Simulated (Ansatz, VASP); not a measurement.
# NbVN2: VASP beside Ansatz

File INCAR:

```
PREC = Accurate
ENCUT = 520
EDIFF = 1E-6
ISMEAR = 0
SIGMA = 0.1
LREAL = F
LASPH = T
NELM = 150
ALGO = Normal
ISIF = 2
LWAVE = F
LCHARG = F
ISPIN = 2
MAGMOM = 0 2 0 0
LORBIT = 11
LMAXMIX = 4
GGA = PE
NBANDS = 30
```

KPOINTS

```
Automatic mesh
0
Gamma
  6 6 4
```

The input POSCAR:

```
NbVN2
1.0
    3.6244040100      0.0000000000      0.0000000000
   -1.8122020000      3.1388259400      0.0000000000
    0.0000000000      0.0000000000      4.6773169500
Nb V N
1 1 2
Direct
    0.0000000000      0.0000000000      0.5000000000
    0.0000000000      0.0000000000      0.0000000000
    0.3333333300      0.6666666700      0.5000000000
    0.6666666700      0.3333333300      0.5000000000
```

Input for Ansatz:

```yaml
crystal:
  lattice:
    - [3.62440401, 0.0, 0.0]
    - [-1.812202, 3.13882594, 0.0]
    - [0.0, 0.0, 4.67731695]
  atoms:
    - { symbol: Nb, position: [0.0, 0.0, 0.5] }
    - { symbol: V, position: [0.0, 0.0, 0.0], spin: 2.0 }
    - { symbol: "N", position: [0.33333333, 0.66666667, 0.5] }
    - { symbol: "N", position: [0.66666667, 0.33333333, 0.5] }
basis:
  ecutwfc: 420
kpoints:
  mp_grid: { grid: [6, 6, 4] }
hamiltonian:
  xc: pbe
scf:
  occupations: { method: gaussian, width: 0.1 }
  lower_state_search: "off"
output:
  forces: true
  stress: true
  eigenvalues: true
  populations: true
magnetization:
  spin_polarized: true
```

Alike in both runs: task single point; functional PBE; k mesh 6 × 6 × 4; occupations gaussian, width 0.1 eV; collinear spin.

```csv
,VASP,Ansatz
version,VASP 6.6.1,Ansatz 0.2.0
potentials or method,"VASP PAW PBE potentials, release 64 (Nb_sv, V_sv, N), cutoff 520 eV","scalar-relativistic, plane waves, PAW"
valence electrons in the cell,36,36
```

|  | VASP | Ansatz | Ansatz less VASP |
| --- | --- | --- | --- |
| gap on the k mesh at the Fermi level (eV) | none | none | - |
| pressure (GPa) | 24.0 | 24.0 | +0.05 |
| traceless stress, the component that is largest in VASP (GPa) | 5.31 | 4.84 | -0.466 |
| net moment per atom (μB) | 0.81 | 0.81 | 0.000 |
| size of the moment on the site where the two differ most (μB) | 2.45 | 2.15 | -0.295 |

Site moments also hang on the region over which each program counts them. A gap of «none» marks a metal or a gap that the smearing closes.
